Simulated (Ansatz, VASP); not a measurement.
One calculation of AlP, two programs

```
CELL_PARAMETERS angstrom
0.00000 2.75359 2.75359
2.75359 0.00000 2.75359
2.75359 2.75359 0.00000
ATOMIC_POSITIONS crystal
Al 0.00000 0.00000 0.00000
P 0.75000 0.75000 0.75000
```

Alike in both runs: functional PBE; k mesh 8 × 8 × 8; occupations gaussian, width 0.1 eV; no spin polarisation.

Ansatz relaxed the structure, and its values are those at the end. VASP's run is a single point on that final structure, the one shown.

|  | VASP | Ansatz |
| --- | --- | --- |
| version | VASP 6.6.1 | Ansatz 0.2.0 |
| potentials or method | VASP PAW PBE potentials, release 64 (Al, P), cutoff 500 eV | scalar-relativistic, plane waves, PAW |
| valence electrons in the cell | 8 | 8 |

```tsv
	VASP	Ansatz	Ansatz less VASP
gap on the k mesh at the Fermi level (eV)	1.63	1.63	+0.002
least direct gap on the mesh (eV)	3.09	3.09	+0.002
pressure (GPa)	-0.1	0.0	+0.09
```
